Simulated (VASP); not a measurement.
Wanted: the native input for a VASP 6.6.1 run.

| Property | Result |
| --- | --- |
| Task | single point |
| Functional | r2SCAN-based global hybrid with 35 % exact exchange |
| Potentials or basis | VASP PAW PBE potentials, release 64 (As) |
| Cutoff | 520 eV |
| k mesh | 5 × 6 × 6 |
| Occupations | fermi-dirac, width 0.05 eV |
| Spin | no spin polarisation |
| Dipole correction | no |
| Grid for exact exchange (PRECFOCK) | Normal |
| Share of exact exchange | 0.35 |
| Further INCAR settings | ALGO = Normal; EDIFF = 1e-06; NBANDS = 8 |

Crystal: As.

```
CELL_PARAMETERS angstrom
2.97948 -0.10062 0.32377
-0.10062 2.58301 0.26188
0.32377 0.26188 2.54855
ATOMIC_POSITIONS crystal
As 0.50000 0.50000 0.50000
```

The input as run:

POSCAR

```
As
1.0
    2.9794804000     -0.1006165900      0.3237709600
   -0.1006165900      2.5830128800      0.2618843200
    0.3237709600      0.2618843200      2.5485519600
As
1
Direct
    0.5000000000      0.5000000000      0.5000000000
```

INCAR.step1

```
PREC     = Accurate       # precision mode
ENCUT    = 520            # plane-wave cutoff, eV
EDIFF    = 1E-5           # SCF threshold, eV
ISMEAR   = -1             # smearing method
SIGMA    = 0.05           # smearing width, eV
LREAL    = False          # projectors in reciprocal space
LASPH    = True           # aspherical terms in the spheres
NELM     = 100            # most SCF steps
ALGO     = Normal         # electronic algorithm
ISIF     = 2              # what is computed and relaxed
LWAVE    = True           # write WAVECAR
LCHARG   = False          # write CHGCAR
NBANDS   = 8              # bands
GGA      = PE             # functional
```

INCAR.step2

```
PREC     = Accurate       # precision mode
ENCUT    = 520            # plane-wave cutoff, eV
EDIFF    = 1E-6           # SCF threshold, eV
ISMEAR   = -1             # smearing method
SIGMA    = 0.05           # smearing width, eV
LREAL    = False          # projectors in reciprocal space
LASPH    = True           # aspherical terms in the spheres
NELM     = 100            # most SCF steps
ALGO     = Normal         # electronic algorithm
ISIF     = 2              # what is computed and relaxed
LWAVE    = False          # write WAVECAR
LCHARG   = False          # write CHGCAR
METAGGA  = R2SCAN         # meta-GGA
LHFCALC  = True           # exact exchange
AEXX     = 0.35           # exact-exchange fraction
LMIXTAU  = True         
PRECFOCK = Normal       
NBANDS   = 8              # bands
ISTART   = 1
```

KPOINTS

```
regular mesh
0
Gamma
  5 6 6
```

Potentials or basis: VASP PAW PBE potentials, release 64 (As).

Command:

```bash
$ cat potpaw_PBE.64/As/POTCAR > POTCAR
$ cp INCAR.step1 INCAR
$ mpirun -np 1 vasp_std > vasp.out
$ cp INCAR.step2 INCAR
$ mpirun -np 1 vasp_std > vasp.out
```

It gave:

```json
{
  "Pressure": "0.9 GPa",
  "Band gap on the k mesh": "zero (an odd number of electrons rules out a gap without spin polarisation)"
}
```

Caveat: the k points lie up to 0.43 Å⁻¹ apart, too coarse for converged energies and pressures of a metal; the PAW data sets were made with another functional, which shifts forces and pressure a little.

Wall time 18 min on 1 thread of AMD EPYC 7R43 64-Core Processor (Zen 3), with other jobs on the host, peak memory 0.11 GiB.
